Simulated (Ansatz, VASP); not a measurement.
One calculation of CdS, two programs

```
CELL_PARAMETERS angstrom
0.00000 2.93892 2.93892
2.93892 0.00000 2.93892
2.93892 2.93892 0.00000
ATOMIC_POSITIONS crystal
Cd 0.00000 0.00000 0.00000
S 0.75000 0.75000 0.75000
```

Alike in both runs: task single point; functional r2SCAN; k mesh 12 × 12 × 12; no spin polarisation.

```csv
,VASP,Ansatz
version,VASP 6.6.1,Ansatz 0.2.0
potentials or method,"VASP PAW PBE potentials, release 64 (Cd, S), cutoff 520 eV","scalar-relativistic, plane waves, PAW"
occupations,tetrahedron,tetrahedron-uncorrected
valence electrons in the cell,18,26
```

```tsv
	VASP	Ansatz	Ansatz less VASP
gap on the k mesh at the Fermi level (eV)	1.54	1.54	+0.004
pressure (GPa)	0.3	0.0	-0.30
```

VASP's potentials were made for PBE, not for r2SCAN. VASP's potentials hold 18 valence electrons a cell and Ansatz's 26, so a difference there can come from the potentials and not from the codes. Ansatz's warnings: band table not solved further.
